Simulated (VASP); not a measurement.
# CaLu2Pd3C3 (P-62m) in VASP: single point with PBE

Aim: the single point of CaLu2Pd3C3 with PBE.

All numbers are computed with VASP 6.6.1; they aren't measurements. Logs are shortened: lines on timing, memory, paths and dates and some standing lists are left out, and cuts for length are marked.

## (1) The cell of the first run

The typed cell holds 9 atoms: a = 4.547 Å, b = 4.547 Å, c = 11.306 Å, α = 90.00°, β = 90.00°, γ = 120.00°.

The cell was built from a structure type or drawn by symmetry, and may not be a known phase.

## (2) Single point, PBE

Contents of INCAR:

```
PREC = Accurate ; ENCUT = 520
EDIFF = 1E-6 ; ISMEAR = 0
SIGMA = 0.2 ; LREAL = F
LASPH = T ; NELM = 80
ALGO = Normal ; ISIF = 2
LWAVE = F ; LCHARG = T
GGA = PE ; LELF = T
LVHAR = T ; NBANDS = 61
```

Contents of KPOINTS:

```
regular mesh
0
Gamma
  4 4 2
```

Contents of POSCAR:

```
CaLu2Pd3C3
1.0
    4.5466604810      0.0000000000      0.0000000000
   -2.2733302405      3.9375234790      0.0000000000
    0.0000000000      0.0000000000     11.3055909455
Ca Lu Pd C
1 2 3 3
Direct
    0.0000000000      0.0000000000      0.0000000000
    0.0000000000      0.0000000000      0.7215002373
    0.0000000000      0.0000000000      0.2784997627
    0.3333333333      0.6666666667      0.0000000000
    0.6666666667      0.3333333333      0.0000000000
    0.0000000000      0.0000000000      0.5000000000
    0.4993186715      0.0000000000      0.5000000000
    0.0000000000      0.4993186715      0.5000000000
    0.5006813285      0.5006813285      0.5000000000
```

Potentials or basis: VASP PAW PBE potentials, release 64 (Ca_sv, Lu, Pd, C).

On the command line:

```
cat potpaw_PBE.64/Ca_sv/POTCAR potpaw_PBE.64/Lu/POTCAR potpaw_PBE.64/Pd/POTCAR potpaw_PBE.64/C/POTCAR > POTCAR
mpirun -np 1 vasp_std > vasp.out
```

OUTCAR:

```text
PREC = Accurate
   ENCUT = 520
   EDIFF = 1E-6
   ISMEAR = 0
   LREAL = F
   LASPH = T
   NELM = 80
   ISIF = 2
   GGA = PE

 ion  position               nearest neighbor table
   1  0.000  0.000  0.000-   4 2.63   5 2.63   5 2.63   4 2.63   5 2.63   4 2.63   2 3.15   3 3.15

   2  0.000  0.000  0.722-   6 2.50   1 3.15
   3  0.000  0.000  0.278-   6 2.50   1 3.15
   4  0.333  0.667  0.000-   1 2.63   5 2.63   5 2.63   1 2.63   1 2.63   5 2.63
   5  0.667  0.333  0.000-   4 2.63   1 2.63   4 2.63   1 2.63   1 2.63   4 2.63
   6  0.000  0.000  0.500-   7 2.27   8 2.27   9 2.27   7 2.28   8 2.28   9 2.28   3 2.50   2 2.50

   7  0.499  0.000  0.500-   6 2.27   6 2.28
   8  0.000  0.499  0.500-   6 2.27   6 2.28
   9  0.501  0.501  0.500-   6 2.27   6 2.28

  LATTYP: Found a hexagonal cell.
 ALAT       =     4.5466604810
 C/A-ratio  =     2.4865703064

  Lattice vectors:

 A1 = (   4.5466604810,   0.0000000000,   0.0000000000)
 A2 = (  -2.2733302405,   3.9375234790,   0.0000000000)
 A3 = (   0.0000000000,   0.0000000000,  11.3055909455)

Analysis of symmetry for initial positions (statically):
=====================================================================
 Subroutine PRICEL returns:
 Original cell was already a primitive cell.

 Routine SETGRP: Setting up the symmetry group for a
 hexagonal supercell.

 Subroutine GETGRP returns: Found 12 space group operations
 (whereof 12 operations were pure point group operations)
 out of a pool of 24 trial point group operations.

The static configuration has the point symmetry D_3h.

Analysis of symmetry for dynamics (positions and initial velocities):
=====================================================================
 Subroutine PRICEL returns:
 Original cell was already a primitive cell.

 Routine SETGRP: Setting up the symmetry group for a
 hexagonal supercell.

 Subroutine GETGRP returns: Found 12 space group operations
 (whereof 12 operations were pure point group operations)
 out of a pool of 24 trial point group operations.

The dynamic configuration has the point symmetry D_3h.

 Subroutine INISYM returns: Found 12 space group operations
 (whereof 12 operations are pure point group operations),
 and found     1 'primitive' translations

----------------------------------------------------------------------------------------

[... 94 lines left out ...]
   NFREE  =      0    steps in history (QN), initial steepest desc. (CG)
   ISIF   =      2    stress and relaxation
   ISYM   =      2    0-nonsym 1-usesym 2-fastsym
   POTIM  = 0.5000    time-step for ionic-motion
   TEBEG  =    0.0;   TEEND  =   0.0 temperature during run
   PSTRESS=    0.0 pullay stress
   NELECT =     102.0000    total number of electrons
   NUPDOWN=      -1.0000    fix difference up-down
   EMIN   =  10.00;   EMAX   =-10.00  energy-range for DOS
   EFERMI =   0.00;   METHOD = LEGACY
   ISMEAR =     0;   SIGMA  =   0.20  broadening in eV -4-tet -1-fermi 0-gaus
   EFERMI_NEDOS =   21; number of points for ismear=-14 and -15
   IALGO  =     38    algorithm
   IMIX   =      4    mixing-type and parameters
     AMIX     =   0.40;   BMIX     =  1.00
     AMIX_MAG =   1.60;   BMIX_MAG =  1.00
  volume/ion in A,a.u.               =      22.49       151.76
  Fermi-wavevector in a.u.,A,eV,Ry     =   1.302782  2.461902 23.092381  1.697242
  Thomas-Fermi vector in A             =   2.433828
   LORBIT       =      0    0 simple, 1 ext, 2 COOP (PROOUT), +10 PAW based schemes
   GGA     = PE    functional components
   LHFCALC =     F    Hartree Fock is set to
   AEXX    =    0.0000 exact exchange contribution
   IVDW    =     0    specifies the selected vdW correction
   LEPSILON=     F    determine dielectric tensor
   LRPA    =     F    only Hartree local field effects (RPA)
 non-spin polarized calculation
 Gauss-broadening in eV      SIGMA  =   0.20
  energy-cutoff  :      520.00
  volume of cell :      202.40
 maximum number of plane-waves:      5514
 NGX is ok and might be reduce to    36
   NGX = 17   NGY = 17   NGZ = 43

 number of electron     102.0000025 magnetization

 Free energy of the ion-electron system (eV)
  ---------------------------------------------------
  ext. energy  EPLUGINS =         0.00000000
  ---------------------------------------------------
  free energy    TOTEN  =       -38.90724527 eV

  energy without entropy =      -38.79345387  energy(sigma->0) =      -38.85034957

 E-fermi :   3.4921     XC(G=0):  -9.7762

 val. band max:        3.4801480034   @ k =   0.2500   0.2500   0.0000
 cond. band min:       3.5785366249   @ k =   0.0000   0.0000   0.5000
 fundamental gap:      0.0983886215
 Fermi energy:         3.4921121109

 k-point     1 :       0.0000    0.0000    0.0000
  band No.  band energies     occupation
      1     -54.6549      2.00000
      2     -54.6533      2.00000
      3     -36.8425      2.00000
      4     -25.3381      2.00000
      5     -25.3002      2.00000
      6     -25.2273      2.00000
[... 501 lines left out ...]
     60       5.6781      0.00000
     61       5.7066      0.00000

------------------------ aborting loop because EDIFF is reached ----------------------------------------

  FORCE on cell =-STRESS in cart. coord.  units (eV):
  Direction    XX          YY          ZZ          XY          YZ          ZX
  --------------------------------------------------------------------------------------
  -------------------------------------------------------------------------------------
  Total       -0.0621776     -0.0621776      0.4772607      0.0000000      0.0000000      0.0000000
  in kB       -0.4921931     -0.4921931      3.7779596      0.0000000      0.0000000      0.0000000
  external PRESSURE =       0.9311911 kB  Pullay stress =       0.0000000 kB

 VOLUME and BASIS-vectors are now :
 -----------------------------------------------------------------------------
  energy-cutoff  :      520.00
  volume of cell :      202.40
      direct lattice vectors                 reciprocal lattice vectors
     4.546660481  0.000000000  0.000000000     0.219941648  0.126983370  0.000000000
    -2.273330240  3.937523479  0.000000000     0.000000000  0.253966740  0.000000000
     0.000000000  0.000000000 11.305590946     0.000000000  0.000000000  0.088451812

 POSITION                                       TOTAL-FORCE (eV/Angst)
 -----------------------------------------------------------------------------------
      0.00000      0.00000      0.00000         0.000000     -0.000000      0.000000
      0.00000      0.00000      8.15699         0.000000     -0.000000      0.078232
      0.00000      0.00000      3.14860         0.000000      0.000000     -0.078232
     -0.00000      2.62502      0.00000         0.000000      0.000000      0.000000
      2.27333      1.31251      0.00000         0.000000      0.000000      0.000000
      0.00000      0.00000      5.65280         0.000000      0.000000      0.000000
      2.27023      0.00000      5.65280         0.011629      0.000000      0.000000
     -1.13512      1.96608      5.65280        -0.005814      0.010071      0.000000
      1.13821      1.97144      5.65280        -0.005814     -0.010071      0.000000
 -----------------------------------------------------------------------------------
    total drift:                                0.000000      0.000000      0.000000

  FREE ENERGIE OF THE ION-ELECTRON SYSTEM (eV)
  ---------------------------------------------------
  free  energy   TOTEN  =       -38.9072452720 eV

  energy  without entropy=      -38.7934538660  energy(sigma->0) =      -38.85034957
```

stdout:

```text
POSCAR found type information on POSCAR CaLuPdC
 POSCAR found :  4 types and       9 ions
 scaLAPACK will be used
 LDA part: xc-table for (Slater+PW92), standard interpolation
 POSCAR, INCAR and KPOINTS ok, starting setup
 FFT: planning ... GRIDC
 FFT: planning ... GRID_SOFT
 FFT: planning ... GRID
 WAVECAR not read
 entering main loop
```

Wall time 3.6 min (1 thread of Intel Xeon Platinum 8259CL at 2.50GHz (Skylake/Cascade Lake), shared host); peak memory 0.38 GiB.

Results:

| Item | Value |
| --- | --- |
| Free energy | -38.9072 eV |
| Pressure | 0.1 GPa |
| Largest force | 0.078 eV/Å |
| Band gap on the k mesh | zero (bands 51 and 52 overlap by 0.39 eV) |

Forces in eV/Å, atoms in the order of the input:
```
Ca   0.000  0.000  0.000
Lu   0.000  0.000  0.078
Lu   0.000  0.000 -0.078
Pd   0.000  0.000  0.000
Pd   0.000  0.000  0.000
Pd   0.000  0.000  0.000
C    0.012  0.000  0.000
C   -0.006  0.010  0.000
C   -0.006 -0.010  0.000
```

Levels at points of the mesh, in eV from the Fermi level:
| k point | band 48 | band 49 | band 50 | band 51 | band 52 | band 53 | band 54 | band 55 |
| --- | --- | --- | --- | --- | --- | --- | --- | --- |
| (0.00, 0.00, 0.00) | -1.43 | -1.41 | -1.41 | -0.81 | 0.25 | 0.25 | 0.65 | 1.25 |
| (0.50, 0.00, 0.00) | -0.94 | -0.33 | -0.23 | 0.13 | 0.57 | 0.75 | 0.79 | 0.87 |
| (0.00, 0.00, 0.50) | -1.43 | -1.41 | -1.41 | 0.09 | 0.21 | 0.21 | 0.70 | 0.91 |
| (0.50, 0.00, 0.50) | -0.88 | -0.28 | -0.21 | -0.18 | -0.03 | 0.28 | 0.87 | 1.12 |

Caveat: the k points lie up to 0.40 Å⁻¹ apart; spin-orbit coupling is left out, which moves the levels of the heavy elements.
